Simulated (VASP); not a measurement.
## Co2Ru: single point with PBE

The system is Co2Ru.

```
Co Ru
1.0
     2.61222    0.00000    0.00000
    -1.30611    2.26225    0.00000
     0.00000    0.00000   12.16263
Co Ru
4 2
Direct
  0.33333 0.66667 0.00000
  0.33333 0.66667 0.33896
  0.33333 0.66667 0.66104
  0.66667 0.33333 0.50000
  0.66667 0.33333 0.16869
  0.66667 0.33333 0.83131
```

```json
{"Program": "VASP 6.6.1", "Task": "single point", "Functional": "PBE", "Potentials or basis": "VASP PAW PBE potentials, release 64 (Co, Ru_pv)", "Cutoff": "520 eV", "k mesh": "18 × 18 × 4", "Occupations": "gaussian, width 0.1 eV", "Spin": "collinear spin, ferrimagnetic start", "Starting moments": "[-1.35, 1.7, 1.7, 1.91, 0.0, 0.0] μB", "Dipole correction": "no", "Further INCAR settings": "ALGO = Fast; EDIFF = 1e-06; NBANDS = 45"}
```

| Property | Result |
| --- | --- |
| Pressure | -0.4 GPa |
| Largest force | 0.006 eV/Å |
| Net moment | 3.43 μB per cell |
| Site moments | Co -1.19, +1.50, +1.68 (each value once); Ru +0.01 μB |
| Valence electrons inside the program's atomic spheres | Co 8.26, 8.20, 8.16 (each value once); Ru 12.74 |

Forces on the atoms (eV/Å):
```
Co   0.000  0.000  0.000
Co   0.000  0.000  0.006
Co   0.000  0.000 -0.006
Co   0.000  0.000  0.000
Ru   0.000  0.000  0.006
Ru   0.000  0.000 -0.006
```

Stress tensor (GPa, compression positive):
```
-0.33  0.00  0.00
 0.00 -0.33  0.00
 0.00  0.00 -0.66
```

Levels at points of the mesh, in eV from the Fermi level:
Spin up:
```
           k point  band 32  band 33  band 34  band 35  band 36  band 37
(0.00, 0.00, 0.00)    -1.19    -1.19    -0.99    -0.99    -0.38    -0.38
(0.50, 0.00, 0.00)     0.33     0.65     0.86     0.92     1.56     2.24
(0.00, 0.00, 0.50)    -1.25    -0.93    -0.93    -0.37    -0.37    -0.35
(0.50, 0.00, 0.50)    -0.13     0.65     0.88     1.44     1.67     2.14
```
Spin down:
```tsv
k point	band 26	band 27	band 28	band 29	band 30	band 31	band 32	band 33	band 34	band 35
(0.00, 0.00, 0.00)	-1.12	-1.11	-1.11	-0.74	-0.74	-0.73	-0.33	-0.33	0.10	0.10
(0.50, 0.00, 0.00)	-0.50	-0.04	0.35	0.68	0.84	0.89	1.01	1.05	1.15	1.21
(0.00, 0.00, 0.50)	-1.05	-1.05	-0.75	-0.75	-0.75	-0.43	-0.43	-0.22	-0.07	0.20
(0.50, 0.00, 0.50)	-0.46	-0.46	0.01	0.49	0.70	0.85	0.90	1.04	1.06	1.79
```

Wall time 7.7 min on 4 MPI ranks on Oxide Virtual Turin-like Processor (shared host), peak memory 0.56 GiB a rank.
